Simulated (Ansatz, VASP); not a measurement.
One calculation of IrSe, two programs

Contents of POSCAR:

```
IrSe
1.0
    0.0000000000      2.5411147443      2.5411147443
    2.5411147443      0.0000000000      2.5411147443
    2.5411147443      2.5411147443      0.0000000000
Ir Se
1 1
Direct
    0.5000000000      0.5000000000      0.5000000000
    0.0000000000      0.0000000000      0.0000000000
```

File INCAR.step1:

```
SYSTEM = IrSe
PREC     = Accurate       ! precision mode
ENCUT    = 520            ! plane-wave cutoff, eV
ISMEAR   = 0              ! smearing method
SIGMA    = 0.05           ! smearing width, eV
LREAL    = .FALSE.        ! projectors in reciprocal space
LASPH    = .TRUE.         ! aspherical terms in the spheres
NELM     = 100            ! most SCF steps
NBANDS   = 14             ! bands
GGA      = PE             ! functional
ALGO     = Normal         ! electronic algorithm
EDIFF    = 1E-4           ! SCF threshold, eV
LWAVE    = .TRUE.         ! write WAVECAR
LCHARG   = .FALSE.        ! write CHGCAR
```

Contents of INCAR.step2:

```
SYSTEM = IrSe
PREC     = Accurate       ! precision mode
ENCUT    = 520            ! plane-wave cutoff, eV
EDIFF    = 1E-7           ! SCF threshold, eV
ISMEAR   = 0              ! smearing method
SIGMA    = 0.05           ! smearing width, eV
LREAL    = .FALSE.        ! projectors in reciprocal space
LASPH    = .TRUE.         ! aspherical terms in the spheres
NELM     = 100            ! most SCF steps
ALGO     = Normal         ! electronic algorithm
ISIF     = 2              ! what is computed and relaxed
LWAVE    = .FALSE.        ! write WAVECAR
LCHARG   = .TRUE.         ! write CHGCAR
METAGGA  = R2SCAN         ! meta-GGA
LMIXTAU  = .TRUE.       
LELF     = .TRUE.         ! ELF
LVHAR    = .TRUE.       
NBANDS   = 14             ! bands
ISTART   = 1
```

Contents of KPOINTS:

```
Automatic mesh
0
G
  12 12 12
  0 0 0
```

Input for Ansatz:

```yaml
crystal:
  lattice:
    - [0.0, 2.5411147443, 2.5411147443]
    - [2.5411147443, 0.0, 2.5411147443]
    - [2.5411147443, 2.5411147443, 0.0]
  atoms:
    - { symbol: Ir, position: [0.5, 0.5, 0.5] }
    - { symbol: Se, position: [0.0, 0.0, 0.0] }
basis:
  ecutwfc: 500
  ecutrho_ratio: 4
kpoints:
  mp_grid: { grid: [12, 12, 12] }
hamiltonian:
  xc: r2scan
scf:
  occupations: { method: gaussian, width: 0.05 }
output:
  forces: true
  stress: true
  eigenvalues: true
```

Alike in both runs: task single point; functional r2SCAN; k mesh 12 × 12 × 12; occupations gaussian, width 0.05 eV; no spin polarisation.

|  | VASP | Ansatz |
| --- | --- | --- |
| version | VASP 6.6.1 | Ansatz 0.2.0 |
| potentials or method | VASP PAW PBE potentials, release 64 (Ir, Se), cutoff 520 eV | scalar-relativistic, plane waves, PAW |
| valence electrons in the cell | 15 | 33 |

Ansatz gave:

* gap on the k mesh at the Fermi level (eV): none
* pressure (GPa): 7.8

Task: Estimate VASP's values.

Result: gap on the k mesh at the Fermi level (eV): none; pressure (GPa): 8.7.

VASP's potentials were made for PBE, not for r2SCAN. A gap of «none» marks a metal or a gap that the smearing closes. The functional is the same, so the differences come from potentials, cutoffs and numerics. VASP's potentials hold 15 valence electrons a cell and Ansatz's 33, so a difference there can come from the potentials and not from the codes.

Neither program's run includes spin-orbit coupling.
